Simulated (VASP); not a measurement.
# Al (Fm-3m) in VASP: a series of runs

Al is run at these levels: PBEsol; tasks: single point.

All numbers are computed with VASP 6.6.1; they aren't measurements. Logs are shortened: lines on timing, memory, paths and dates and some standing lists are left out, and cuts for length are marked.

### Step 1. The cell of the first run

The structure is cubic, space group Fm-3m (No. 225). The conventional cell has a = 3.934 Å, b = 3.934 Å, c = 3.934 Å, α = 90.00°, β = 90.00°, γ = 90.00°. Al (site symmetry m-3m) has 12 Al at 2.78 Å within 3.7 Å.

### Step 2. Single point, PBEsol (volume scaled by 0.94)

INCAR reads:

```
  PREC = Accurate
  ENCUT = 520
  EDIFF = 1E-7
  ISMEAR = 0
  SIGMA = 0.1
  LREAL = False
  LASPH = True
  NELM = 100
  ALGO = Fast
  ISIF = 2
  LWAVE = False
  LCHARG = False
  GGA = PS
  NBANDS = 8
```

KPOINTS reads:

```
Automatic mesh
0
Gamma
  18 18 18
```

POSCAR reads:

```
Al
1.0
    0.0000000000      1.9668069284      1.9668069284
    1.9668069284      0.0000000000      1.9668069284
    1.9668069284      1.9668069284      0.0000000000
Al
1
Direct
    0.0000000000      0.0000000000      0.0000000000
```

Potentials or basis: VASP PAW PBE potentials, release 64 (Al).

Launch:

```bash
> cat potpaw_PBE.64/Al/POTCAR > POTCAR
> mpirun -np 1 vasp_std > vasp.out
```

OUTCAR:

```text
PREC = Accurate
   ENCUT = 520
   EDIFF = 1E-7
   ISMEAR = 0
   LREAL = False
   LASPH = True
   NELM = 100
   ISIF = 2
   GGA = PS

 ion  position               nearest neighbor table
   1  0.000  0.000  0.000-

  LATTYP: Found a face centered cubic cell.
 ALAT       =     3.9336138568

  Lattice vectors:

 A1 = (   0.0000000000,   1.9668069284,   1.9668069284)
 A2 = (   1.9668069284,   0.0000000000,   1.9668069284)
 A3 = (   1.9668069284,   1.9668069284,   0.0000000000)

Analysis of symmetry for initial positions (statically):
=====================================================================
 Subroutine PRICEL returns:
 Original cell was already a primitive cell.

 Routine SETGRP: Setting up the symmetry group for a
 face centered cubic supercell.

 Subroutine GETGRP returns: Found 48 space group operations
 (whereof 48 operations were pure point group operations)
 out of a pool of 48 trial point group operations.

The static configuration has the point symmetry O_h .

Analysis of symmetry for dynamics (positions and initial velocities):
=====================================================================
 Subroutine PRICEL returns:
 Original cell was already a primitive cell.

 Routine SETGRP: Setting up the symmetry group for a
 face centered cubic supercell.

 Subroutine GETGRP returns: Found 48 space group operations
 (whereof 48 operations were pure point group operations)
 out of a pool of 48 trial point group operations.

The dynamic configuration has the point symmetry O_h .

 Subroutine INISYM returns: Found 48 space group operations
 (whereof 48 operations are pure point group operations),
 and found     1 'primitive' translations

----------------------------------------------------------------------------------------

                                     Primitive cell

  volume of cell :      15.2165

  direct lattice vectors                    reciprocal lattice vectors
     0.000000000  1.966806928  1.966806928    -0.254219157  0.254219157  0.254219157
     1.966806928  0.000000000  1.966806928     0.254219157 -0.254219157  0.254219157
     1.966806928  1.966806928  0.000000000     0.254219157  0.254219157 -0.254219157

  length of vectors
     2.781485033  2.781485033  2.781485033     0.440320497  0.440320497  0.440320497

  position of ions in fractional coordinates (direct lattice)
     0.000000000  0.000000000  0.000000000

  ion indices of the primitive-cell ions
   primitive index   ion index
                 1           1

----------------------------------------------------------------------------------------

 KPOINTS: Automatic mesh

Automatic generation of k-mesh.
 Grid dimensions read from file:
 generate k-points for:   18   18   18

 Generating k-lattice:

  Cartesian coordinates                     Fractional coordinates (reciprocal lattice)
    -0.014123287  0.014123287  0.014123287     0.055555556  0.000000000  0.000000000
     0.014123287 -0.014123287  0.014123287     0.000000000  0.055555556  0.000000000
     0.014123287  0.014123287 -0.014123287     0.000000000  0.000000000  0.055555556

  Length of vectors
     0.024462250  0.024462250  0.024462250

  Shift w.r.t. Gamma in fractional coordinates (k-lattice)
     0.000000000  0.000000000  0.000000000

 Subroutine IBZKPT returns following result:
 ===========================================

 Found    195 irreducible k-points:

 Following reciprocal coordinates:
            Coordinates               Weight
  0.000000  0.000000  0.000000      1.000000
  0.055556  0.000000  0.000000      8.000000
  0.111111  0.000000  0.000000      8.000000
  0.166667  0.000000  0.000000      8.000000
  0.222222  0.000000  0.000000      8.000000
  0.277778  0.000000  0.000000      8.000000
[... 16 lines left out ...]
 -0.277778  0.055556  0.000000     24.000000
 -0.222222  0.055556  0.000000     24.000000
 [... further k-points ...]
   k-points           NKPTS =    195   k-points in BZ     NKDIM =    195   number of bands    NBANDS=      8
   number of dos      NEDOS =    301   number of ions     NIONS =      1
   total plane-waves  NPLWV =  13824
   dimension x,y,z NGX =    24 NGY =   24 NGZ =   24
   dimension x,y,z NGXF=    48 NGYF=   48 NGZF=   48
   ions per type =               1
   NGX,Y,Z   is equivalent  to a cutoff of  14.34, 14.34, 14.34 a.u.
   NGXF,Y,Z  is equivalent  to a cutoff of  28.69, 28.69, 28.69 a.u.
 SYSTEM =  unknown system
   PREC   = accura    normal or accurate (medium, high low for compatibility)
   ISTART =      0    job   : 0-new  1-cont  2-samecut
   ICHARG =      2    charge: 1-file 2-atom 10-const
   ISPIN  =      1    spin polarized calculation?
   LNONCOLLINEAR =      F non collinear calculations
   LSORBIT =      F    spin-orbit coupling
   LASPH  =      T    aspherical Exc in radial PAW
   ENCUT  =  520.0 eV  38.22 Ry    6.18 a.u.   5.17  5.17  5.17*2*pi/ulx,y,z
   NELM   =    100;   NELMIN=  2; NELMDL= -5     # of ELM steps
   EDIFF  = 0.1E-06   stopping-criterion for ELM
   LREAL  =      F    real-space projection
   EDIFFG = 0.1E-05   stopping-criterion for IOM
   NSW    =      0    number of steps for IOM
   IBRION =     -1    ionic relax: 0-MD 1-quasi-New 2-CG
   NFREE  =      0    steps in history (QN), initial steepest desc. (CG)
   ISIF   =      2    stress and relaxation
   ISYM   =      2    0-nonsym 1-usesym 2-fastsym
   POTIM  = 0.5000    time-step for ionic-motion
   TEBEG  =    0.0;   TEEND  =   0.0 temperature during run
   PSTRESS=    0.0 pullay stress
   NELECT =       3.0000    total number of electrons
   NUPDOWN=      -1.0000    fix difference up-down
   EMIN   =  10.00;   EMAX   =-10.00  energy-range for DOS
   EFERMI =   0.00;   METHOD = LEGACY
   ISMEAR =     0;   SIGMA  =   0.10  broadening in eV -4-tet -1-fermi 0-gaus
   EFERMI_NEDOS =   21; number of points for ismear=-14 and -15
   IALGO  =     68    algorithm
   IMIX   =      4    mixing-type and parameters
     AMIX     =   0.40;   BMIX     =  1.00
     AMIX_MAG =   1.60;   BMIX_MAG =  1.00
  volume/ion in A,a.u.               =      15.22       102.69
  Fermi-wavevector in a.u.,A,eV,Ry     =   0.952819  1.800566 12.352228  0.907863
  Thomas-Fermi vector in A             =   2.081416
   LORBIT       =      0    0 simple, 1 ext, 2 COOP (PROOUT), +10 PAW based schemes
   GGA     = PS    functional components
   LHFCALC =     F    Hartree Fock is set to
   AEXX    =    0.0000 exact exchange contribution
   IVDW    =     0    specifies the selected vdW correction
   LEPSILON=     F    determine dielectric tensor
   LRPA    =     F    only Hartree local field effects (RPA)
 non-spin polarized calculation
 RMM-DIIS sequential band-by-band and
 Gauss-broadening in eV      SIGMA  =   0.10
  energy-cutoff  :      520.00
  volume of cell :       15.22
 maximum number of plane-waves:       421
 NGX is ok and might be reduce to    24
   NGX = 11   NGY = 11   NGZ = 11

 number of electron       3.0000000 magnetization

 Free energy of the ion-electron system (eV)
  ---------------------------------------------------
  ext. energy  EPLUGINS =         0.00000000
  ---------------------------------------------------
  free energy    TOTEN  =        -4.07396040 eV

  energy without entropy =       -4.07122358  energy(sigma->0) =       -4.07259199

 E-fermi :   8.8136     XC(G=0): -10.5557

 val. band max:        8.8126539153   @ k =  -0.2222   0.3889   0.1667
 cond. band min:       8.8883500480   @ k =   0.5000   0.3889   0.0000
 fundamental gap:      0.0756961327
 Fermi energy:         8.8136273382

 k-point     1 :       0.0000    0.0000    0.0000
  band No.  band energies     occupation
      1      -2.8816      2.00000
      2      21.8698      0.00000
      3      21.8698      0.00000
      4      21.8698      0.00000
      5      23.9960      0.00000
      6      23.9960      0.00000
      7      23.9960      0.00000
      8      25.9065      0.00000

 k-point     2 :       0.0556    0.0000    0.0000
  band No.  band energies     occupation
      1      -2.7931      2.00000
      2      20.3953      0.00000
      3      21.6228      0.00000
      4      21.6228      0.00000
      5      24.3846      0.00000
      6      24.3846      0.00000
      7      24.4435      0.00000
      8      26.8698      0.00000

 k-point     3 :       0.1111    0.0000    0.0000
  band No.  band energies     occupation
      1      -2.5280      2.00000
      2      18.0970      0.00000
      3      21.1611      0.00000
      4      21.1611      0.00000
      5      24.4256      0.00000
      6      25.2505      0.00000
      7      25.2505      0.00000
      8      27.4889      0.00000

 k-point     4 :       0.1667    0.0000    0.0000
  band No.  band energies     occupation
      1      -2.0873      2.00000
      2      15.7644      0.00000
      3      20.7326      0.00000
      4      20.7326      0.00000
      5      24.2181      0.00000
      6      25.8531      0.00000
      7      25.8531      0.00000
      8      26.8153      0.00000

 k-point     5 :       0.2222    0.0000    0.0000
  band No.  band energies     occupation
      1      -1.4728      2.00000
      2      13.5069      0.00000
      3      20.4097      0.00000
      4      20.4097      0.00000
      5      24.0145      0.00000
      6      24.8905      0.00000
      7      24.8905      0.00000
      8      27.9352      0.00000
[... 177 lines left out ...]
 k-point    22 :      -0.3333    0.0556    0.0000
  band No.  band energies     occupation
      1       0.6979      2.00000
      2       8.7652      1.50623
      3      18.4095      0.00000
      4      21.2994      0.00000
      5      21.6088      0.00000
      6      22.9982      0.00000
      7      24.6161      0.00000
      8      27.6359      0.00000

 k-point    23 :      -0.2778    0.0556    0.0000
  band No.  band energies     occupation
      1      -0.3105      2.00000
      2      10.7365      0.00000
      3      18.4307      0.00000
      4      21.4320      0.00000
      5      22.3883      0.00000
      6      23.8867      0.00000
      7      24.5869      0.00000
      8      28.4624      0.00000

 k-point    24 :      -0.2222    0.0556    0.0000
  band No.  band energies     occupation
      1      -1.1522      2.00000
      2      12.8354      0.00000
      3      18.6002      0.00000
      4      21.5690      0.00000
      5      23.4276      0.00000
      6      24.5434      0.00000
      7      25.0295      0.00000
      8      27.3035      0.00000

 [... further k-points ...]
[... 5 lines left out ...]
  --------------------------------------------------------------------------------------
  -------------------------------------------------------------------------------------
  Total        0.5513882      0.5513882      0.5513882     -0.0000000      0.0000000      0.0000000
  in kB       58.0567735     58.0567735     58.0567735     -0.0000000      0.0000000      0.0000000
  external PRESSURE =      58.0567735 kB  Pullay stress =       0.0000000 kB

 VOLUME and BASIS-vectors are now :
 -----------------------------------------------------------------------------
  energy-cutoff  :      520.00
  volume of cell :       15.22
      direct lattice vectors                 reciprocal lattice vectors
     0.000000000  1.966806928  1.966806928    -0.254219157  0.254219157  0.254219157
     1.966806928  0.000000000  1.966806928     0.254219157 -0.254219157  0.254219157
     1.966806928  1.966806928  0.000000000     0.254219157  0.254219157 -0.254219157

 POSITION                                       TOTAL-FORCE (eV/Angst)
 -----------------------------------------------------------------------------------
      0.00000      0.00000      0.00000         0.000000      0.000000      0.000000
 -----------------------------------------------------------------------------------
    total drift:                               -0.000000      0.000000      0.000000

  FREE ENERGIE OF THE ION-ELECTRON SYSTEM (eV)
  ---------------------------------------------------
  free  energy   TOTEN  =        -4.0739603999 eV

  energy  without entropy=       -4.0712235788  energy(sigma->0) =       -4.07259199
```

Wall time 25 s (1 thread of Intel Xeon 8259CL, shared host); peak memory 0.14 GiB.

What came out:

```yaml
Free_energy: -4.0740 eV
Pressure: 5.8 GPa
```

Levels at points of the mesh, in eV from the Fermi level:
```tsv
k point	band 1	band 2	band 3	band 4
(0.00, 0.00, 0.00)	-11.70	13.06	13.06	13.06
(0.50, 0.00, 0.00)	-4.92	-4.48	11.82	11.82
(0.50, 0.50, 0.00)	-3.11	-1.63	5.27	5.98
```

Caveat: the PAW data sets were made with another functional, which shifts forces and pressure a little.

### Step 3. Single point, PBEsol (volume scaled by 0.97)

INCAR reads:

```
SYSTEM = Al
ALGO     = Normal         ! electronic algorithm
EDIFF    = 1E-6           ! SCF threshold, eV
ENCUT    = 520            ! plane-wave cutoff, eV
GGA      = PS             ! functional
ISIF     = 2              ! what is computed and relaxed
ISMEAR   = 0              ! smearing method
LASPH    = .True.         ! aspherical terms in the spheres
LCHARG   = .True.         ! write CHGCAR
LELF     = .True.         ! ELF
LREAL    = .False.        ! projectors in reciprocal space
LVHAR    = .True.       
LWAVE    = .False.        ! write WAVECAR
NBANDS   = 8              ! bands
NELM     = 60             ! most SCF steps
PREC     = Accurate       ! precision mode
SIGMA    = 0.1            ! smearing width, eV
```

KPOINTS reads:

```
k-points
0
Gamma
  18 18 18
  0 0 0
```

POSCAR reads:

```
Al
1.0
    0.0000000000      1.9875116808      1.9875116808
    1.9875116808      0.0000000000      1.9875116808
    1.9875116808      1.9875116808      0.0000000000
Al
1
Direct
    0.0000000000      0.0000000000      0.0000000000
```

Potentials or basis: VASP PAW PBE potentials, release 64 (Al).

Launch:

```bash
> cat potpaw_PBE.64/Al/POTCAR > POTCAR
> mpirun -np 1 vasp_std > vasp.out
```

OUTCAR:

```text
SYSTEM = Al
   EDIFF = 1E-6
   ENCUT = 520
   GGA = PS
   ISIF = 2
   ISMEAR = 0
   LASPH = .True.
   LREAL = .False.
   NELM = 60
   PREC = Accurate

 ion  position               nearest neighbor table
   1  0.000  0.000  0.000-

  LATTYP: Found a face centered cubic cell.
 ALAT       =     3.9750233616

  Lattice vectors:

 A1 = (   0.0000000000,   1.9875116808,   1.9875116808)
 A2 = (   1.9875116808,   0.0000000000,   1.9875116808)
 A3 = (   1.9875116808,   1.9875116808,   0.0000000000)

[... 434 lines left out ...]
  band No.  band energies     occupation
      1      -1.3063      2.00000
      2      12.4210      0.00000
      3      18.0566      0.00000
      4      20.9822      0.00000
      5      22.7827      0.00000
      6      23.8854      0.00000
      7      24.3463      0.00000
      8      26.5859      0.00000

 [... further k-points ...]
[... 5 lines left out ...]
  --------------------------------------------------------------------------------------
  -------------------------------------------------------------------------------------
  Total        0.2615049      0.2615049      0.2615049     -0.0000000     -0.0000000      0.0000000
  in kB       26.6828011     26.6828011     26.6828011     -0.0000000     -0.0000000      0.0000000
  external PRESSURE =      26.6828011 kB  Pullay stress =       0.0000000 kB

 VOLUME and BASIS-vectors are now :
 -----------------------------------------------------------------------------
  energy-cutoff  :      520.00
  volume of cell :       15.70
      direct lattice vectors                 reciprocal lattice vectors
     0.000000000  1.987511681  1.987511681    -0.251570849  0.251570849  0.251570849
     1.987511681  0.000000000  1.987511681     0.251570849 -0.251570849  0.251570849
     1.987511681  1.987511681  0.000000000     0.251570849  0.251570849 -0.251570849

 POSITION                                       TOTAL-FORCE (eV/Angst)
 -----------------------------------------------------------------------------------
      0.00000      0.00000      0.00000         0.000000      0.000000      0.000000
 -----------------------------------------------------------------------------------
    total drift:                                0.000000     -0.000000     -0.000000

  FREE ENERGIE OF THE ION-ELECTRON SYSTEM (eV)
  ---------------------------------------------------
  free  energy   TOTEN  =        -4.0866855915 eV

  energy  without entropy=       -4.0837810710  energy(sigma->0) =       -4.08523333
```

stdout:

```text
POSCAR found type information on POSCAR Al
 POSCAR found :  1 types and       1 ions
 scaLAPACK will be used
 -----------------------------------------------------------------------------
|                                                                             |
|                                                                             |
|     You enforced a specific xc type in the INCAR file but a different       |
|     I HOPE YOU KNOW WHAT YOU ARE DOING!                                     |
|                                                                             |
 -----------------------------------------------------------------------------

 LDA part: xc-table for (Slater+PW92), standard interpolation
 POSCAR, INCAR and KPOINTS ok, starting setup
 FFT: planning ... GRIDC
 FFT: planning ... GRID_SOFT
 FFT: planning ... GRID
 WAVECAR not read
 entering main loop
```

Run time: 18 s. Hardware: 1 thread of Intel Xeon 8259CL, shared host; peak memory 0.14 GiB.

Results:

* Free energy: -4.0867 eV
* Pressure: 2.7 GPa

Caveat: the PAW data sets were made with another functional, which shifts forces and pressure a little.

[end of part 1 of 2]
